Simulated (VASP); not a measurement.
Y:

```
Y
1.0
     3.60000    0.00000    0.00000
    -1.80000    3.11769    0.00000
     0.00000    0.00000    5.87880
Y
2
Cartesian
  0.0000 2.0785 1.4697
  1.8000 1.0392 4.4091
```

| Quantity | Value |
| --- | --- |
| Program | VASP 6.6.1 |
| Task | relaxation of cell and atoms |
| Functional | PBEsol |
| Potentials or basis | VASP PAW PBE potentials, release 64 (Y_sv) |
| Cutoff | 600 eV |
| k mesh | 13 × 13 × 7 |
| Occupations | methfessel-paxton, width 0.1 eV |
| Spin | no spin polarisation |

At the start: pressure -2.2 GPa; volume 32.99 Å³/atom.

Question: How do energy, volume and symmetry change on relaxing?

Answer: Over 7 steps the energy falls by 21.5 meV/atom and the volume is 31.29 Å³/atom (-5.2 %); space group P6_3/mmc (No. 194, to 0.1 Å) before and after.

Step by step:
| step | energy change (eV) | largest force (eV/Å) | pressure (GPa) | volume (Å³) |
| --- | --- | --- | --- | --- |
| 1 | 0.0000 | 0.0000 | -2.17 | 65.98 |
| 2 | -0.0384 | 0.0000 | 0.40 | 61.80 |
| 3 | -0.0385 | 0.0000 | 0.34 | 61.88 |
| 4 | -0.0421 | 0.0000 | 0.18 | 62.19 |
| 5 | -0.0431 | 0.0000 | 0.07 | 62.43 |
| 6 | -0.0430 | 0.0000 | 0.08 | 62.42 |
| 7 | -0.0431 | 0.0000 | -0.02 | 62.57 |

Final structure:
```
Y
1.0
     3.59487    0.00000    0.00000
    -1.79744    3.11325    0.00000
     0.00000    0.00000    5.59093
Y
2
Direct
  0.33333 0.66667 0.25000
  0.66667 0.33333 0.75000
```

Caveat: the PAW data sets were made with another functional, which shifts forces and pressure a little.
